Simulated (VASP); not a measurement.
Set up this calculation in VASP 6.6.1, as the native input.

```yaml
Task: single point
Functional: HSE06
Potentials_or_basis: VASP PAW PBE potentials, release 64 (F)
Cutoff: 520 eV
k_mesh: 1 × 1 × 1
Occupations: fermi-dirac, width 0.05 eV
Spin: no spin polarisation
Dipole_correction: no
Grid_for_exact_exchange_PRECFOCK: Normal
Further_INCAR_settings: ALGO = Normal; EDIFF = 1e-06; NBANDS = 14
Screening_parameter: 0.2079 1/Å
```

Slab: F, a slab with vacuum.

```
CELL_PARAMETERS angstrom
11.00000 0.00000 0.00000
0.00000 11.50000 0.00000
0.00000 0.00000 12.00000
ATOMIC_POSITIONS crystal
F 0.50000 0.50000 0.44175
F 0.50000 0.50000 0.55825
```

One way to write it, as run:

POSCAR

```
F
1.0
   11.0000000000      0.0000000000      0.0000000000
    0.0000000000     11.5000000000      0.0000000000
    0.0000000000      0.0000000000     12.0000000000
F
2
Direct
    0.5000000000      0.5000000000      0.4417460000
    0.5000000000      0.5000000000      0.5582540000
```

INCAR.step1

```
SYSTEM = F
ALGO     = Normal         ! electronic algorithm
EDIFF    = 1E-5           ! SCF threshold, eV
ENCUT    = 520            ! plane-wave cutoff, eV
GGA      = PE             ! functional
ISIF     = 2              ! what is computed and relaxed
ISMEAR   = -1             ! smearing method
LASPH    = .TRUE.         ! aspherical terms in the spheres
LREAL    = .FALSE.        ! projectors in reciprocal space
LWAVE    = .TRUE.         ! write WAVECAR
NBANDS   = 14             ! bands
NELM     = 80             ! most SCF steps
PREC     = Accurate       ! precision mode
SIGMA    = 0.05           ! smearing width, eV
```

INCAR.step2

```
SYSTEM = F
ALGO     = Normal         ! electronic algorithm
EDIFF    = 1E-6           ! SCF threshold, eV
ENCUT    = 520            ! plane-wave cutoff, eV
GGA      = PE             ! functional
HFSCREEN = 0.2079         ! screening, 1/A
ISIF     = 2              ! what is computed and relaxed
ISMEAR   = -1             ! smearing method
ISTART   = 1            
LASPH    = .TRUE.         ! aspherical terms in the spheres
LCHARG   = .TRUE.         ! write CHGCAR
LELF     = .TRUE.         ! ELF
LHFCALC  = .TRUE.         ! exact exchange
LREAL    = .FALSE.        ! projectors in reciprocal space
LVHAR    = .TRUE.       
LWAVE    = .FALSE.        ! write WAVECAR
NBANDS   = 14             ! bands
NELM     = 80             ! most SCF steps
PREC     = Accurate       ! precision mode
PRECFOCK = Normal       
SIGMA    = 0.05           ! smearing width, eV
```

KPOINTS

```
k-points
0
G
  1 1 1
  0 0 0
```

Potentials or basis: VASP PAW PBE potentials, release 64 (F).

Launch:

```sh
$ cat potpaw_PBE.64/F/POTCAR > POTCAR
$ cp INCAR.step1 INCAR
$ mpirun -np 1 vasp_gam > vasp.out
$ cp INCAR.step2 INCAR
$ mpirun -np 1 vasp_gam > vasp.out
```

Results of the run:

The largest force is 0.354 eV/Å and the band gap on the k mesh is 7.10 eV.

Caveat: the PAW data sets were made with another functional, which shifts forces and pressure a little.

It took 6.2 min on 1 thread of Intel(R) Xeon(R) Platinum 8375C CPU @ 2.90GHz (Ice Lake) (shared host), peak memory 1.2 GiB.
